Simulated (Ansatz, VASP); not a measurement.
Be4Se3: VASP beside Ansatz

```
Be Se
1.0
     2.67223   -4.04176    0.00000
     2.67223    4.04176    0.00000
     0.00000    0.00000    6.19632
Be Se
4 3
Direct
  0.00000 0.50000 0.39716
  0.50000 0.00000 0.39716
  0.00000 0.50000 0.71605
  0.50000 0.00000 0.71605
  0.00000 0.50000 0.05660
  0.50000 0.00000 0.05660
  0.00000 0.00000 0.55645
```

Alike in both runs: functional PBE; k mesh 4 × 4 × 3; occupations gaussian, width 0.2 eV; no spin polarisation.

Ansatz relaxed the structure, and its values are those at the end. VASP's run is a single point on that final structure, the one shown.

|  | VASP | Ansatz |
| --- | --- | --- |
| version | VASP 6.6.1 | Ansatz 0.2.0 |
| potentials or method | VASP PAW PBE potentials, release 64 (Be, Se), cutoff 520 eV | scalar-relativistic, plane waves, PAW |
| valence electrons in the cell | 26 | 56 |

|  | VASP | Ansatz | Ansatz less VASP |
| --- | --- | --- | --- |
| gap on the k mesh at the Fermi level (eV) | none | none | - |
| pressure (GPa) | 0.2 | 0.1 | -0.09 |
| rms of the force components (eV/Å) | 0.009 | 0.015 | +0.0058 |

A gap of «none» marks a metal or a gap that the smearing closes. VASP's potentials hold 26 valence electrons a cell and Ansatz's 56, so a difference there can come from the potentials and not from the codes.
